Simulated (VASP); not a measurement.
# WC (P-6m2) in VASP: notebook

WC is run at these levels: PBE+D3(BJ); tasks: single point.

Everything below comes from runs of VASP 6.6.1. Logs are shortened: lines on timing, memory, paths and dates and some standing lists are left out, and cuts for length are marked.

## Step 1: The cell of the first run

The structure is hexagonal, space group P-6m2 (No. 187). The conventional cell has a = 2.902 Å, b = 2.902 Å, c = 2.834 Å, α = 90.00°, β = 90.00°, γ = 120.00°. Within 2.9 Å of W (site symmetry -6m2) lie 6 C at 2.19 Å and 2 W at 2.83 Å. C (site symmetry -6m2) has 6 W at 2.19 Å and 2 C at 2.83 Å within 2.9 Å.

## Step 2: Single point, PBE+D3(BJ)

INCAR reads:

```
SYSTEM = WC
ALGO = Normal
EDIFF = 1E-6
ENCUT = 520
GGA = PE
ISIF = 2
ISMEAR = 0
IVDW = 12
LASPH = .True.
LCHARG = .False.
LREAL = .False.
LWAVE = .False.
NBANDS = 16
NELM = 100
PREC = Accurate
SIGMA = 0.1
```

KPOINTS reads:

```
k-points
0
Gamma
  18 18 14
  0 0 0
```

POSCAR reads:

```
WC
1.0
    2.9023743084      0.0000000000      0.0000000000
   -1.4511871542      2.5135298824      0.0000000000
    0.0000000000      0.0000000000      2.8335319536
W C
1 1
Direct
    0.0000000000      0.0000000000      0.0000000000
    0.6666666667      0.3333333333      0.5000000000
```

Potentials or basis: VASP PAW PBE potentials, release 64 (W_sv, C).

Launch:

```bash
$ cat potpaw_PBE.64/W_sv/POTCAR potpaw_PBE.64/C/POTCAR > POTCAR
$ mpirun -np 1 vasp_std > vasp.out
```

OUTCAR:

```text
SYSTEM = WC
   EDIFF = 1E-6
   ENCUT = 520
   GGA = PE
   ISIF = 2
   ISMEAR = 0
   IVDW = 12
   LASPH = .True.
   LREAL = .False.
   NELM = 100
   PREC = Accurate
 IVDW          = 12

 ion  position               nearest neighbor table
   1  0.000  0.000  0.000-   2 2.19   2 2.19   2 2.19   2 2.19   2 2.19   2 2.19
   2  0.667  0.333  0.500-   1 2.19   1 2.19   1 2.19   1 2.19   1 2.19   1 2.19

  LATTYP: Found a hexagonal cell.
 ALAT       =     2.9023743084
 C/A-ratio  =     0.9762806766

  Lattice vectors:

 A1 = (   2.9023743084,   0.0000000000,   0.0000000000)
 A2 = (  -1.4511871542,   2.5135298824,   0.0000000000)
 A3 = (   0.0000000000,   0.0000000000,   2.8335319536)

Analysis of symmetry for initial positions (statically):
=====================================================================
 Subroutine PRICEL returns:
 Original cell was already a primitive cell.

 Routine SETGRP: Setting up the symmetry group for a
 hexagonal supercell.

 Subroutine GETGRP returns: Found 12 space group operations
 (whereof 12 operations were pure point group operations)
 out of a pool of 24 trial point group operations.

The static configuration has the point symmetry D_3h.

Analysis of symmetry for dynamics (positions and initial velocities):
=====================================================================
 Subroutine PRICEL returns:
 Original cell was already a primitive cell.

 Routine SETGRP: Setting up the symmetry group for a
 hexagonal supercell.

 Subroutine GETGRP returns: Found 12 space group operations
 (whereof 12 operations were pure point group operations)
 out of a pool of 24 trial point group operations.

The dynamic configuration has the point symmetry D_3h.

 Subroutine INISYM returns: Found 12 space group operations
 (whereof 12 operations are pure point group operations),
 and found     1 'primitive' translations

----------------------------------------------------------------------------------------

                                     Primitive cell

  volume of cell :      20.6712

  direct lattice vectors                    reciprocal lattice vectors
     2.902374308  0.000000000  0.000000000     0.344545497  0.198923436  0.000000000
    -1.451187154  2.513529882  0.000000000     0.000000000  0.397846871  0.000000000
     0.000000000  0.000000000  2.833531954     0.000000000  0.000000000  0.352916437

  length of vectors
     2.902374308  2.902374308  2.833531954     0.397846871  0.397846871  0.352916437

  position of ions in fractional coordinates (direct lattice)
     0.000000000  0.000000000  0.000000000
     0.666666667  0.333333333  0.500000000

  ion indices of the primitive-cell ions
   primitive index   ion index
                 1           1
                 2           2

----------------------------------------------------------------------------------------

 KPOINTS: k-points

Automatic generation of k-mesh.
 Grid dimensions read from file:
 generate k-points for:   18   18   14

 Generating k-lattice:

  Cartesian coordinates                     Fractional coordinates (reciprocal lattice)
     0.019141417  0.011051302  0.000000000     0.055555556  0.000000000  0.000000000
     0.000000000  0.022102604  0.000000000     0.000000000  0.055555556  0.000000000
     0.000000000  0.000000000  0.025208317     0.000000000  0.000000000  0.071428571

  Length of vectors
     0.022102604  0.022102604  0.025208317

  Shift w.r.t. Gamma in fractional coordinates (k-lattice)
     0.000000000  0.000000000  0.000000000

 Subroutine IBZKPT returns following result:
 ===========================================

 Found    296 irreducible k-points:

 Following reciprocal coordinates:
            Coordinates               Weight
  0.000000  0.000000  0.000000      1.000000
  0.055556 -0.000000  0.000000      6.000000
  0.111111 -0.000000  0.000000      6.000000
  0.166667 -0.000000  0.000000      6.000000
  0.222222 -0.000000  0.000000      6.000000
  0.277778  0.000000  0.000000      6.000000
[... 16 lines left out ...]
  0.333333  0.111111  0.000000     12.000000
  0.388889  0.111111  0.000000     12.000000
 [... further k-points ...]
   k-points           NKPTS =    296   k-points in BZ     NKDIM =    296   number of bands    NBANDS=     16
   number of dos      NEDOS =    301   number of ions     NIONS =      2
   total plane-waves  NPLWV =  13824
   dimension x,y,z NGX =    24 NGY =   24 NGZ =   24
   dimension x,y,z NGXF=    48 NGYF=   48 NGZF=   48
   ions per type =               1   1
   NGX,Y,Z   is equivalent  to a cutoff of  13.75, 13.75, 14.08 a.u.
   NGXF,Y,Z  is equivalent  to a cutoff of  27.49, 27.49, 28.16 a.u.
 SYSTEM =  WC
   PREC   = accura    normal or accurate (medium, high low for compatibility)
   ISTART =      0    job   : 0-new  1-cont  2-samecut
   ICHARG =      2    charge: 1-file 2-atom 10-const
   ISPIN  =      1    spin polarized calculation?
   LNONCOLLINEAR =      F non collinear calculations
   LSORBIT =      F    spin-orbit coupling
   LASPH  =      T    aspherical Exc in radial PAW
   ENCUT  =  520.0 eV  38.22 Ry    6.18 a.u.   5.40  5.40  5.27*2*pi/ulx,y,z
   NELM   =    100;   NELMIN=  2; NELMDL= -5     # of ELM steps
   EDIFF  = 0.1E-05   stopping-criterion for ELM
   LREAL  =      F    real-space projection
   EDIFFG = 0.1E-04   stopping-criterion for IOM
   NSW    =      0    number of steps for IOM
   IBRION =     -1    ionic relax: 0-MD 1-quasi-New 2-CG
   NFREE  =      0    steps in history (QN), initial steepest desc. (CG)
   ISIF   =      2    stress and relaxation
   ISYM   =      2    0-nonsym 1-usesym 2-fastsym
   POTIM  = 0.5000    time-step for ionic-motion
   TEBEG  =    0.0;   TEEND  =   0.0 temperature during run
   PSTRESS=    0.0 pullay stress
   NELECT =      18.0000    total number of electrons
   NUPDOWN=      -1.0000    fix difference up-down
   EMIN   =  10.00;   EMAX   =-10.00  energy-range for DOS
   EFERMI =   0.00;   METHOD = LEGACY
   ISMEAR =     0;   SIGMA  =   0.10  broadening in eV -4-tet -1-fermi 0-gaus
   EFERMI_NEDOS =   21; number of points for ismear=-14 and -15
   IALGO  =     38    algorithm
   IMIX   =      4    mixing-type and parameters
     AMIX     =   0.40;   BMIX     =  1.00
     AMIX_MAG =   1.60;   BMIX_MAG =  1.00
  volume/ion in A,a.u.               =      10.34        69.75
  Fermi-wavevector in a.u.,A,eV,Ry     =   1.563305  2.954219 33.251598  2.443923
  Thomas-Fermi vector in A             =   2.666096
   LORBIT       =      0    0 simple, 1 ext, 2 COOP (PROOUT), +10 PAW based schemes
   GGA     = PE    functional components
   LHFCALC =     F    Hartree Fock is set to
   AEXX    =    0.0000 exact exchange contribution
   IVDW    =    12    specifies the selected vdW correction
   LEPSILON=     F    determine dielectric tensor
   LRPA    =     F    only Hartree local field effects (RPA)
 non-spin polarized calculation
 Gauss-broadening in eV      SIGMA  =   0.10
  energy-cutoff  :      520.00
  volume of cell :       20.67
 maximum number of plane-waves:       580
 NGX is ok and might be reduce to    24
   NGX = 11   NGY = 11   NGZ = 11

 number of electron      18.0000000 magnetization

 Free energy of the ion-electron system (eV)
  ---------------------------------------------------
  ext. energy  EPLUGINS =         0.00000000
  ---------------------------------------------------
  free energy    TOTEN  =       -22.43879070 eV

  energy without entropy =      -22.43747731  energy(sigma->0) =      -22.43813401

 E-fermi :  11.1277     XC(G=0): -13.8218

 val. band max:       11.0916605876   @ k =   0.1111  -0.0000   0.3571
 cond. band min:      11.1376809683   @ k =   0.4444  -0.0000   0.5000
 fundamental gap:      0.0460203807
 Fermi energy:        11.1276847440

 k-point     1 :       0.0000    0.0000    0.0000
  band No.  band energies     occupation
      1     -62.8600      2.00000
      2     -26.8401      2.00000
      3     -26.7376      2.00000
      4     -26.7376      2.00000
      5      -3.3452      2.00000
      6       6.7999      2.00000
[... 8 lines left out ...]
     15      25.5174      0.00000
     16      27.9118      0.00000

 k-point     2 :       0.0556   -0.0000    0.0000
  band No.  band energies     occupation
      1     -62.8582      2.00000
      2     -26.8368      2.00000
      3     -26.7640      2.00000
      4     -26.7436      2.00000
      5      -3.2632      2.00000
      6       6.8315      2.00000
[... 8 lines left out ...]
     15      25.3276      0.00000
     16      28.0850      0.00000

 k-point     3 :       0.1111   -0.0000    0.0000
  band No.  band energies     occupation
      1     -62.8530      2.00000
      2     -26.8393      2.00000
      3     -26.8270      2.00000
      4     -26.7606      2.00000
      5      -3.0235      2.00000
      6       6.8067      2.00000
[... 8 lines left out ...]
     15      25.0123      0.00000
     16      28.5842      0.00000

 k-point     4 :       0.1667   -0.0000    0.0000
  band No.  band energies     occupation
      1     -62.8451      2.00000
      2     -26.9530      2.00000
      3     -26.8121      2.00000
      4     -26.7867      2.00000
      5      -2.6451      2.00000
      6       6.4330      2.00000
[... 8 lines left out ...]
     15      24.8455      0.00000
     16      29.3542      0.00000
[... 324 lines left out ...]
 k-point    22 :       0.2778    0.1111    0.0000
  band No.  band energies     occupation
      1     -62.8129      2.00000
      2     -27.3611      2.00000
      3     -26.9329      2.00000
      4     -26.7505      2.00000
      5      -0.8455      2.00000
      6       4.8161      2.00000
[... 8 lines left out ...]
     15      26.3098      0.00000
     16      27.7670      0.00000

 k-point    23 :       0.3333    0.1111    0.0000
  band No.  band energies     occupation
      1     -62.8054      2.00000
      2     -27.4523      2.00000
      3     -26.9655      2.00000
      4     -26.7363      2.00000
      5      -0.3308      2.00000
      6       4.4744      2.00000
[... 8 lines left out ...]
     15      25.8329      0.00000
     16      28.0063      0.00000

 k-point    24 :       0.3889    0.1111    0.0000
  band No.  band energies     occupation
      1     -62.8005      2.00000
      2     -27.5112      2.00000
      3     -26.9867      2.00000
      4     -26.7269      2.00000
      5       0.0447      2.00000
      6       4.2471      2.00000
[... 8 lines left out ...]
     15      24.9787      0.00000
     16      28.7039      0.00000

 [... further k-points ...]

------------------------ aborting loop because EDIFF is reached ----------------------------------------

 Edisp (eV)   -0.92738

 E8    (eV) :    -0.4252

  FORCE on cell =-STRESS in cart. coord.  units (eV):
  Direction    XX          YY          ZZ          XY          YZ          ZX
  --------------------------------------------------------------------------------------
  -------------------------------------------------------------------------------------
  Total       0.11080     0.11080     0.13024     0.00000     0.00000    -0.00000
  in kB       8.58752     8.58752    10.09423     0.00000     0.00000    -0.00000
  external pressure =        9.09 kB  Pullay stress =        0.00 kB

 VOLUME and BASIS-vectors are now :
 -----------------------------------------------------------------------------
  energy-cutoff  :      520.00
  volume of cell :       20.67
      direct lattice vectors                 reciprocal lattice vectors
     2.902374308  0.000000000  0.000000000     0.344545497  0.198923436  0.000000000
    -1.451187154  2.513529882  0.000000000     0.000000000  0.397846871  0.000000000
     0.000000000  0.000000000  2.833531954     0.000000000  0.000000000  0.352916437

 POSITION                                       TOTAL-FORCE (eV/Angst)
 -----------------------------------------------------------------------------------
      0.00000      0.00000      0.00000         0.000000      0.000000      0.000000
      1.45119      0.83784      1.41677        -0.000000      0.000000      0.000000
 -----------------------------------------------------------------------------------
    total drift:                                0.000000     -0.000000      0.000000

  FREE ENERGIE OF THE ION-ELECTRON SYSTEM (eV)
  ---------------------------------------------------
  free  energy   TOTEN  =       -23.3661678088 eV

  energy  without entropy=      -23.3648544248  energy(sigma->0) =      -23.36551112
```

Wall time 39 s (1 thread of Intel Xeon Platinum 8375C at 2.90GHz (Ice Lake), shared host); peak memory 0.23 GiB.

What came out:

* Free energy: -23.3662 eV
* Pressure: 0.9 GPa
* Band gap on the k mesh: zero (band 9 reaches 11.75 eV, above the bottom of band 10 at 10.55 eV)
* Dispersion energy per atom: -0.464 eV

Stress tensor (GPa, compression positive):
```
0.86 0.00 0.00
0.00 0.86 0.00
0.00 0.00 1.01
```

Caveat: spin-orbit coupling is left out, which moves the levels of the heavy elements; pairwise dispersion overbinds metals, which lowers pressure and volume.

## Step 3: Single point, PBE+D3(BJ)

INCAR reads:

```
SYSTEM = WC
PREC     = Accurate       ! precision mode
ENCUT    = 520            ! plane-wave cutoff, eV
EDIFF    = 1E-6           ! SCF threshold, eV
ISMEAR   = 0              ! smearing method
SIGMA    = 0.1            ! smearing width, eV
LREAL    = .FALSE.        ! projectors in reciprocal space
LASPH    = .TRUE.         ! aspherical terms in the spheres
NELM     = 100            ! most SCF steps
ALGO     = Normal         ! electronic algorithm
ISIF     = 2              ! what is computed and relaxed
LWAVE    = .FALSE.        ! write WAVECAR
LCHARG   = .FALSE.        ! write CHGCAR
GGA      = PE             ! functional
IVDW     = 12             ! dispersion correction
NBANDS   = 16             ! bands
```

KPOINTS reads:

```
regular mesh
0
G
  18 18 14
  0 0 0
```

POSCAR reads:

```
WC
1.0
    2.9019056875      0.0000000000      0.0000000000
   -1.4509528437      2.5131240447      0.0000000000
    0.0000000000      0.0000000000      2.8326656509
W C
1 1
Direct
    0.0000000000      0.0000000000      0.0000000000
    0.6666666667      0.3333333333      0.5000000000
```

Potentials or basis: VASP PAW PBE potentials, release 64 (W_sv, C).

Launch:

```bash
$ cat potpaw_PBE.64/W_sv/POTCAR potpaw_PBE.64/C/POTCAR > POTCAR
$ mpirun -np 1 vasp_std > vasp.out
```

Wall time 24 s (1 thread of Intel Xeon 6975P-C (Granite Rapids), shared host); peak memory 0.23 GiB.

The run converged. Its results:

```
Free energy                : -23.3661 eV
Pressure                   : 1.2 GPa
Band gap on the k mesh     : zero (band 9 reaches 11.76 eV, above the bottom of band 10 at 10.55 eV)
Dispersion energy per atom : -0.464 eV
```

Stress tensor (GPa, compression positive):
```
1.07 0.00 0.00
0.00 1.07 0.00
0.00 0.00 1.37
```

Levels at points of the mesh, in eV from the Fermi level:
```tsv
k point	band 5	band 6	band 7	band 8	band 9	band 10	band 11	band 12	band 13	band 14
(0.00, 0.00, 0.00)	-14.48	-4.33	-3.34	-3.34	0.09	3.26	3.26	5.66	5.66	6.42
(0.50, 0.00, 0.00)	-11.12	-7.05	-3.63	-3.59	-0.46	2.37	4.57	4.93	6.89	9.71
(0.00, 0.00, 0.50)	-10.42	-8.67	-2.02	-2.02	-0.58	-0.58	3.69	4.55	4.55	10.00
(0.50, 0.00, 0.50)	-11.32	-6.48	-4.33	-4.19	0.30	4.47	5.35	6.69	9.24	10.22
```

Caveat: spin-orbit coupling is left out, which moves the levels of the heavy elements; pairwise dispersion overbinds metals, which lowers pressure and volume.

(Continued in part 2 of 2.)
